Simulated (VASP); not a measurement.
# AlGa3N4: single point with LDA

AlGa3N4:

```xyz
8
Lattice="4.3382 0.0516 0.0516 0.0516 4.3382 0.0516 0.0516 0.0516 4.3382" Properties=species:S:1:pos:R:3 pbc="T T T"
Al    0.0000    0.0000    0.0000
Ga    2.1949    2.1949    0.0516
Ga    2.1949    0.0516    2.1949
Ga    0.0516    2.1949    2.1949
N     3.3261    3.3261    1.1416
N     3.3261    1.1416    3.3261
N     1.1416    3.3261    3.3261
N     1.0890    1.0890    1.0890
```

- Program: VASP 6.6.1
- Task: single point
- Functional: LDA
- Potentials or basis: VASP PAW LDA potentials, release 64 (Al, Ga_d, N_h)
- Cutoff: 1330 eV
- k mesh: 6 × 6 × 6
- Occupations: gaussian, width 0.05 eV
- Spin: no spin polarisation
- Dipole correction: no
- Further INCAR settings: ALGO = Normal; EDIFF = 1e-06; NBANDS = 41

```
Pressure               : 15.8 GPa
Largest force          : 0.584 eV/Å
Band gap on the k mesh : 2.91 eV
```

Forces on the atoms (eV/Å):
```
Al   0.274  0.274  0.274
Ga   0.286  0.286  0.274
Ga   0.286  0.274  0.286
Ga   0.274  0.286  0.286
N   -0.246 -0.246 -0.292
N   -0.246 -0.292 -0.246
N   -0.292 -0.246 -0.246
N   -0.337 -0.337 -0.337
```

Stress tensor (GPa, compression positive):
```
15.84 -5.92 -5.92
-5.92 15.84 -5.92
-5.92 -5.92 15.84
```

Levels at points of the mesh, in eV from the valence-band top:
| k point | band 27 | band 28 | band 29 | band 30 | band 31 | band 32 | band 33 | band 34 | band 35 | band 36 |
| --- | --- | --- | --- | --- | --- | --- | --- | --- | --- | --- |
| (0.00, 0.00, 0.00) | -2.64 | -2.64 | -0.18 | 0.00 | 0.00 | 2.91 | 3.32 | 3.32 | 3.36 | 6.86 |
| (0.50, 0.00, 0.00) | -2.90 | -1.84 | -1.59 | -1.50 | -1.24 | 5.15 | 5.23 | 6.24 | 6.28 | 8.25 |
| (0.50, 0.50, 0.00) | -3.35 | -1.17 | -1.15 | -1.02 | -0.73 | 7.14 | 7.37 | 7.40 | 7.43 | 7.78 |
| (0.50, 0.50, 0.50) | -0.95 | -0.95 | -0.84 | -0.71 | -0.71 | 5.41 | 5.41 | 5.71 | 6.79 | 9.23 |

Wall time 8.6 min on 1 thread of Intel(R) Xeon(R) Platinum 8259CL CPU @ 2.50GHz (Skylake/Cascade Lake), on a shared host, peak memory 0.55 GiB.

Caveat: the cell stands under pressure.
